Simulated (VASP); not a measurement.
Se, 2 atoms in the cell. Symmetry: P6_3/mmc, No. 194, hexagonal system. The conventional cell has a = 2.784 Å, b = 2.784 Å, c = 3.946 Å, α = 90.00°, β = 90.00°, γ = 120.00°. Within 3.4 Å of Se (site symmetry -6m2) lie 12 Se at 2.54 to 2.78 Å. This isn't the form of Se at room conditions, which is trigonal, of chains.

| Item | Value |
| --- | --- |
| Program | VASP 6.6.1 |
| Task | single point |
| Functional | LDA |
| Potentials or basis | VASP PAW LDA potentials, release 64 (Se) |
| Cutoff | 520 eV |
| k mesh | 16 × 16 × 9 |
| Occupations | fermi-dirac, width 0.05 eV |
| Spin | no spin polarisation |
| Dipole correction | no |
| Further INCAR settings | ALGO = Normal; EDIFF = 1e-07; NBANDS = 13 |

Potentials or basis: VASP PAW LDA potentials, release 64 (Se).

Run with:

```bash
$ cat potpaw_LDA.64/Se/POTCAR > POTCAR
$ mpirun -np 1 vasp_std > vasp.out
```

Hardware: 1 thread of AMD EPYC 7R13 (shared host).

Question: How long does it take, and how much memory?

Answer: Run time: 68 s on 1 thread of AMD EPYC 7R13, with other jobs on the host, peak memory 0.13 GiB. Counts: scf iterations 10, k points 150.
